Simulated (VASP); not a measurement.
# O (a cell with a defect) in VASP: notebook

O (a cell with a defect) is run at these levels: PBE; tasks: single point.

Program: VASP 6.6.1. These are calculated values, not measurements. Logs are shortened: lines on timing, memory, paths and dates and some standing lists are left out, and cuts for length are marked.

### 1 The cell of the first run

The cell holds a defect, 2 atoms: a = 3.442 Å, b = 3.385 Å, c = 3.466 Å, α = 60.97°, β = 58.71°, γ = 60.93°.

### 2 Single point, PBE

File INCAR:

```
PREC = Accurate ; ENCUT = 520
EDIFF = 1E-7 ; ISMEAR = -1
SIGMA = 0.1 ; LREAL = False
LASPH = True ; NELM = 80
ALGO = Normal ; ISIF = 2
LWAVE = False ; LCHARG = False
GGA = PE ; NBANDS = 13
```

File KPOINTS:

```
Automatic mesh
0
Gamma
  6 6 6
  0.5 0 0.5
```

File POSCAR:

```
O
1.0
    0.0010720000      2.4879860000      2.3781350000
    2.3968160000     -0.0104270000      2.3896340000
    2.3991090000      2.5017780000     -0.0127200000
O
2
Direct
    0.2569700000      0.2255670000      0.3241900000
    0.6893820000      0.7550700000      0.7699600000
```

Potentials or basis: VASP PAW PBE potentials, release 64 (O).

Launch:

```bash
$ cat potpaw_PBE.64/O/POTCAR > POTCAR
$ mpirun -np 1 vasp_std > vasp.out
```

OUTCAR:

```text
PREC = Accurate
   ENCUT = 520
   EDIFF = 1E-7
   ISMEAR = -1
   LREAL = False
   LASPH = True
   NELM = 80
   ISIF = 2
   GGA = PE

 ion  position               nearest neighbor table
   1  0.257  0.226  0.324-
   2  0.689  0.755  0.770-

  LATTYP: Found a triclinic cell.
 ALAT       =     3.3862899025
 B/A-ratio  =     1.4159609704
 C/A-ratio  =     2.2357022995
 COS(alpha) =     0.0000320804
 COS(beta)  =     0.6662949663
 COS(gamma) =     0.7083430262

  Lattice vectors:

 A1 = (   2.3980370000,   0.0137920000,  -2.3908550000)
 A2 = (   4.7948530000,   0.0033650000,  -0.0012210000)
 A3 = (   0.0001490000,  -2.4637670000,  -7.1586240000)

Analysis of symmetry for initial positions (statically):
=====================================================================
 Subroutine PRICEL returns:
 Original cell was already a primitive cell.

 Routine SETGRP: Setting up the symmetry group for a
 triclinic supercell.

 Subroutine GETGRP returns: Found  2 space group operations
 (whereof  1 operations were pure point group operations)
 out of a pool of  2 trial point group operations.

The static configuration has the point symmetry C_1 .
 The point group associated with its full space group is S_2 .

Analysis of symmetry for dynamics (positions and initial velocities):
=====================================================================
 Subroutine PRICEL returns:
 Original cell was already a primitive cell.

 Routine SETGRP: Setting up the symmetry group for a
 triclinic supercell.

 Subroutine GETGRP returns: Found  2 space group operations
 (whereof  1 operations were pure point group operations)
 out of a pool of  2 trial point group operations.

The dynamic configuration has the point symmetry C_1 .
 The point group associated with its full space group is S_2 .

 Subroutine INISYM returns: Found  2 space group operations
 (whereof  1 operations are pure point group operations),
 and found     1 'primitive' translations

----------------------------------------------------------------------------------------

                                     Primitive cell

  volume of cell :      28.6526

  direct lattice vectors                    reciprocal lattice vectors
     0.001072000  2.487986000  2.378135000    -0.208644619  0.201150656  0.210149404
     2.396816000 -0.010427000  2.389634000     0.208749736 -0.199124267  0.208228132
     2.399109000  2.501778000 -0.012720000     0.208364421  0.198844069 -0.208123015

  length of vectors
     3.441743971  3.384551124  3.466234117     0.357990133  0.355789096  0.355344741

  position of ions in fractional coordinates (direct lattice)
     0.256970000  0.225567000  0.324190000
     0.689382000  0.755070000  0.769960000

  ion indices of the primitive-cell ions
   primitive index   ion index
                 1           1
                 2           2

----------------------------------------------------------------------------------------

 KPOINTS: Automatic mesh

Automatic generation of k-mesh.
 Grid dimensions read from file:
 generate k-points for:    6    6    6

 Generating k-lattice:

  Cartesian coordinates                     Fractional coordinates (reciprocal lattice)
    -0.034774103  0.033525109  0.035024901     0.166666667 -0.000000000 -0.000000000
     0.034791623 -0.033187378  0.034704689    -0.000000000  0.166666667  0.000000000
     0.034727404  0.033140678 -0.034687169     0.000000000  0.000000000  0.166666667

  Length of vectors
     0.059665022  0.059298183  0.059224124

  Shift w.r.t. Gamma in fractional coordinates (k-lattice)
     0.500000000  0.000000000  0.500000000

 Subroutine IBZKPT returns following result:
 ===========================================

 Found    108 irreducible k-points:

 Following reciprocal coordinates:
            Coordinates               Weight
  0.083333  0.000000  0.083333      2.000000
  0.250000  0.000000  0.083333      2.000000
  0.416667  0.000000  0.083333      2.000000
 -0.416667 -0.000000  0.083333      2.000000
 -0.250000 -0.000000  0.083333      2.000000
 -0.083333 -0.000000  0.083333      2.000000
[... 16 lines left out ...]
 -0.250000  0.500000  0.083333      2.000000
 -0.083333  0.500000  0.083333      2.000000
 [... further k-points ...]
   k-points           NKPTS =    108   k-points in BZ     NKDIM =    108   number of bands    NBANDS=     13
   number of dos      NEDOS =    301   number of ions     NIONS =      2
   total plane-waves  NPLWV =  21952
   dimension x,y,z NGX =    28 NGY =   28 NGZ =   28
   dimension x,y,z NGXF=    56 NGYF=   56 NGZF=   56
   ions per type =               2
   NGX,Y,Z   is equivalent  to a cutoff of  13.52, 13.75, 13.43 a.u.
   NGXF,Y,Z  is equivalent  to a cutoff of  27.05, 27.51, 26.86 a.u.
 SYSTEM =  unknown system
   PREC   = accura    normal or accurate (medium, high low for compatibility)
   ISTART =      0    job   : 0-new  1-cont  2-samecut
   ICHARG =      2    charge: 1-file 2-atom 10-const
   ISPIN  =      1    spin polarized calculation?
   LNONCOLLINEAR =      F non collinear calculations
   LSORBIT =      F    spin-orbit coupling
   LASPH  =      T    aspherical Exc in radial PAW
   ENCUT  =  520.0 eV  38.22 Ry    6.18 a.u.   6.40  6.29  6.44*2*pi/ulx,y,z
   NELM   =     80;   NELMIN=  2; NELMDL= -5     # of ELM steps
   EDIFF  = 0.1E-06   stopping-criterion for ELM
   LREAL  =      F    real-space projection
   EDIFFG = 0.1E-05   stopping-criterion for IOM
   NSW    =      0    number of steps for IOM
   IBRION =     -1    ionic relax: 0-MD 1-quasi-New 2-CG
   NFREE  =      0    steps in history (QN), initial steepest desc. (CG)
   ISIF   =      2    stress and relaxation
   ISYM   =      2    0-nonsym 1-usesym 2-fastsym
   POTIM  = 0.5000    time-step for ionic-motion
   TEBEG  =    0.0;   TEEND  =   0.0 temperature during run
   PSTRESS=    0.0 pullay stress
   NELECT =      12.0000    total number of electrons
   NUPDOWN=      -1.0000    fix difference up-down
   EMIN   =  10.00;   EMAX   =-10.00  energy-range for DOS
   EFERMI =   0.00;   METHOD = LEGACY
   ISMEAR =    -1;   SIGMA  =   0.10  broadening in eV -4-tet -1-fermi 0-gaus
   EFERMI_NEDOS =   21; number of points for ismear=-14 and -15
   IALGO  =     38    algorithm
   IMIX   =      4    mixing-type and parameters
     AMIX     =   0.40;   BMIX     =  1.00
     AMIX_MAG =   1.60;   BMIX_MAG =  1.00
  volume/ion in A,a.u.               =      14.33        96.68
  Fermi-wavevector in a.u.,A,eV,Ry     =   1.224844  2.314620 20.412045  1.500243
  Thomas-Fermi vector in A             =   2.359904
   LORBIT       =      0    0 simple, 1 ext, 2 COOP (PROOUT), +10 PAW based schemes
   GGA     = PE    functional components
   LHFCALC =     F    Hartree Fock is set to
   AEXX    =    0.0000 exact exchange contribution
   IVDW    =     0    specifies the selected vdW correction
   LEPSILON=     F    determine dielectric tensor
   LRPA    =     F    only Hartree local field effects (RPA)
 non-spin polarized calculation
  energy-cutoff  :      520.00
  volume of cell :       28.65
 maximum number of plane-waves:       782
 NGX is ok and might be reduce to    28
   NGX = 13   NGY = 13   NGZ = 13

 number of electron      12.0000000 magnetization

 Free energy of the ion-electron system (eV)
  ---------------------------------------------------
  ext. energy  EPLUGINS =         0.00000000
  ---------------------------------------------------
  free energy    TOTEN  =        -4.69733509 eV

  energy without entropy =       -4.58810732  energy(sigma->0) =       -4.64272120

 E-fermi :  -3.0529     XC(G=0):  -8.7972

 val. band max:       -3.0586359632   @ k =  -0.4167   0.3333   0.0833
 cond. band min:      -3.0491089164   @ k =   0.0833   0.1667   0.0833
 fundamental gap:      0.0095270468
 Fermi energy:        -3.0528808737

 k-point     1 :       0.0833    0.0000    0.0833
  band No.  band energies     occupation
      1     -20.7348      2.00000
      2     -17.7678      2.00000
      3      -5.0383      2.00000
      4      -4.8623      2.00000
      5      -4.7050      2.00000
      6      -2.9948      0.71733
      7      -2.6821      0.04788
      8      -2.6256      0.02751
      9       7.8028      0.00000
     10      14.8838      0.00000
     11      16.3344      0.00000
     12      16.3960      0.00000
     13      19.6966      0.00000

 k-point     2 :       0.2500    0.0000    0.0833
  band No.  band energies     occupation
      1     -20.4404      2.00000
      2     -18.0571      2.00000
      3      -5.0731      2.00000
      4      -4.9303      2.00000
      5      -4.6964      2.00000
      6      -3.4021      1.94094
      7      -2.7950      0.14102
      8      -2.7358      0.08053
      9       8.8744      0.00000
     10      13.4364      0.00000
     11      16.6399      0.00000
     12      17.2696      0.00000
     13      19.5614      0.00000

 k-point     3 :       0.4167    0.0000    0.0833
  band No.  band energies     occupation
      1     -19.8902      2.00000
      2     -18.6053      2.00000
      3      -5.2802      2.00000
      4      -4.8477      2.00000
      5      -4.5711      2.00000
      6      -3.7155      1.99735
      7      -3.1536      1.46482
      8      -2.9290      0.44936
      9      10.4775      0.00000
     10      12.2716      0.00000
     11      17.4254      0.00000
     12      18.5291      0.00000
     13      19.8530      0.00000
[... 305 lines left out ...]
 k-point    23 :      -0.2500    0.5000    0.0833
  band No.  band energies     occupation
      1     -19.5018      2.00000
      2     -18.8543      2.00000
      3      -6.2307      2.00000
      4      -5.7037      2.00000
      5      -5.2008      2.00000
      6      -2.9387      0.48393
      7      -2.4809      0.00654
      8      -2.1829      0.00033
      9      11.6403      0.00000
     10      12.0065      0.00000
     11      15.1858      0.00000
     12      18.6905      0.00000
     13      19.7570      0.00000

 k-point    24 :      -0.0833    0.5000    0.0833
  band No.  band energies     occupation
      1     -19.4308      2.00000
      2     -19.0575      2.00000
      3      -5.2976      2.00000
      4      -5.1830      2.00000
      5      -5.0405      2.00000
      6      -3.2411      1.73573
      7      -3.1097      1.27650
      8      -2.7568      0.09847
      9      11.3915      0.00000
     10      11.5755      0.00000
     11      16.8716      0.00000
     12      18.9709      0.00000
     13      19.8891      0.00000

 [... further k-points ...]
[... 5 lines left out ...]
  --------------------------------------------------------------------------------------
  -------------------------------------------------------------------------------------
  Total       -3.7865267     -4.6492405     -3.9397701      0.1018998      0.2185405      0.0321981
  in kB     -211.7328624   -259.9736092   -220.3018406      5.6979752     12.2202271      1.8004346
  external PRESSURE =    -230.6694374 kB  Pullay stress =       0.0000000 kB

 VOLUME and BASIS-vectors are now :
 -----------------------------------------------------------------------------
  energy-cutoff  :      520.00
  volume of cell :       28.65
      direct lattice vectors                 reciprocal lattice vectors
     0.001072000  2.487986000  2.378135000    -0.208644619  0.201150656  0.210149404
     2.396816000 -0.010427000  2.389634000     0.208749736 -0.199124267  0.208228132
     2.399109000  2.501778000 -0.012720000     0.208364421  0.198844069 -0.208123015

 POSITION                                       TOTAL-FORCE (eV/Angst)
 -----------------------------------------------------------------------------------
      1.31869      1.44804      1.14601         0.193128      1.134008      0.311903
      3.65772      3.63357      3.43399        -0.193128     -1.134008     -0.311903
 -----------------------------------------------------------------------------------
    total drift:                               -0.000010     -0.000012     -0.000003

  FREE ENERGIE OF THE ION-ELECTRON SYSTEM (eV)
  ---------------------------------------------------
  free  energy   TOTEN  =        -4.6973350921 eV

  energy  without entropy=       -4.5881073166  energy(sigma->0) =       -4.64272120
```

It took 15 s on 1 thread of Intel Xeon 6975P-C (Granite Rapids), shared host; peak memory 0.16 GiB.

Results:

- Free energy: -4.6973 eV
- Pressure: -23.1 GPa
- Largest force: 1.192 eV/Å
- Band gap on the k mesh: zero (band 6 reaches -2.29 eV, above the bottom of band 7 at -3.74 eV)

Forces in eV/Å, atoms in the order of the input:
```
O    0.193  1.134  0.312
O   -0.193 -1.134 -0.312
```

Caveat: the k points lie up to 0.37 Å⁻¹ apart.

### 3 Single point, PBE, collinear spin, ferromagnetic start

File INCAR:

```
  ALGO = Normal
  EDIFF = 1E-6
  ENCUT = 520
  GGA = PE
  ISIF = 2
  ISMEAR = -1
  ISPIN = 2
  LASPH = T
  LCHARG = F
  LORBIT = 11
  LREAL = F
  LWAVE = F
  MAGMOM = 0.2 0.2
  NBANDS = 17
  NELM = 150
  PREC = Accurate
  SIGMA = 0.1
```

KPOINTS is that of step 2.

POSCAR is that of step 2.

Potentials or basis: VASP PAW PBE potentials, release 64 (O).

Launch:

```bash
$ cat potpaw_PBE.64/O/POTCAR > POTCAR
$ mpirun -np 1 vasp_std > vasp.out
```

It took 80 s on 1 thread of Intel Xeon 6975P-C (Granite Rapids), shared host; peak memory 0.2 GiB.

It converged, with:

```
Free energy                                           : -4.6973 eV
Pressure                                              : -23.1 GPa
Largest force                                         : 1.192 eV/Å
Band gap on the k mesh                                : zero (filled and empty bands overlap)
Net moment                                            : 0.00 μB per cell
Valence electrons inside the program's atomic spheres : O 4.50
```

Forces on the atoms (eV/Å):
```
O    0.193  1.134  0.312
O   -0.193 -1.134 -0.312
```

Stress tensor (GPa, compression positive):
```
-21.16   0.57   0.18
  0.57 -25.99   1.22
  0.18   1.22 -22.02
```

Levels at points of the mesh, in eV from the Fermi level:
Spin up:
```csv
k point,band 3,band 4,band 5,band 6,band 7,band 8,band 9,band 10
"(0.08, 0.00, 0.08)",-1.98,-1.81,-1.65,0.06,0.37,0.43,10.86,17.94
```
Spin down:
| k point | band 4 | band 5 | band 6 | band 7 | band 8 | band 9 |
| --- | --- | --- | --- | --- | --- | --- |
| (0.08, 0.00, 0.08) | -1.81 | -1.65 | 0.06 | 0.37 | 0.43 | 10.86 |

Caveat: the k points lie up to 0.37 Å⁻¹ apart.
